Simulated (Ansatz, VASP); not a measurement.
## One calculation of Sb, two programs

Contents of POSCAR:

```
Sb
1.0
    3.1600000000      0.0000000000      0.0000000000
    0.0000000000      3.1600000000      0.0000000000
    0.0000000000      0.0000000000      3.1600000000
Sb
1
Direct
    0.0000000000      0.0000000000      0.0000000000
```

Contents of INCAR.step1:

```
PREC = Accurate ; ENCUT = 400
EDIFF = 1E-5 ; ISMEAR = -1
SIGMA = 0.05 ; LREAL = F
LASPH = T ; NELM = 120
ALGO = Normal ; ISIF = 2
LWAVE = T ; LCHARG = F
GGA = PE ; NBANDS = 8
GGA_COMPAT = F
```

File INCAR.step2:

```
PREC = Accurate ; ENCUT = 400
EDIFF = 1E-6 ; ISMEAR = -1
SIGMA = 0.05 ; LREAL = F
LASPH = T ; NELM = 120
ALGO = Normal ; ISIF = 2
LWAVE = F ; LCHARG = F
GGA = B3 ; LHFCALC = T
AEXX = 0.2 ; AGGAX = 0.72
AGGAC = 0.81 ; ALDAC = 0.19
PRECFOCK = Normal ; IVDW = 12
ISTART = 1 ; NBANDS = 8
GGA_COMPAT = F
```

Contents of KPOINTS:

```
regular mesh
0
Gamma
  5 5 5
```

Contents of input.yaml:

```yaml
crystal:
  lattice: { a: 3.16, b: 3.16, c: 3.16, alpha: 90.0, beta: 90.0, gamma: 90.0 }
  space_group: 221
  reduce_to_primitive: true
  atoms:
    - { symbol: Sb, wyckoff: "1a", position: [0.0, 0.0, 0.0] }
hamiltonian:
  xc: b3lyp
  pseudopotentials: { kind: paw, level: accurate }
  dispersion: d3bj
kpoints:
  mp_grid: { grid: [5, 5, 5] }
scf:
  occupations: { method: fermi_dirac, width: 0.05 }
  n_extra_bands: 6
output:
  forces: true
  stress: true
  eigenvalues: true
  dos: { projected: true, de: 0.05 }
```

Alike in both runs: functional B3LYP; dispersion D3(BJ); k mesh 5 × 5 × 5; occupations fermi-dirac, width 0.05 eV; no spin polarisation.

```csv
,VASP,Ansatz
version,VASP 6.6.1,Ansatz 0.2.0
potentials or method,"VASP PAW PBE potentials, release 64 (Sb)",Ansatz PAW earlier set
plane-wave cutoff (eV),400,430
valence electrons in the cell,5,15
task,single point,projected density of states
```

|  | VASP | Ansatz | Ansatz less VASP |
| --- | --- | --- | --- |
| gap on the k mesh at the Fermi level (eV) | none | none | - |
| pressure (GPa) | -6.0 | -5.6 | +0.42 |

VASP's potentials were made for PBE, not for B3LYP. A gap of «none» marks a metal or a gap that the smearing closes. VASP's potentials hold 5 valence electrons a cell and Ansatz's 15, so a difference there can come from the potentials and not from the codes.

The k mesh is coarse, so the values compare programs but aren't converged. Spin-orbit coupling is off throughout.
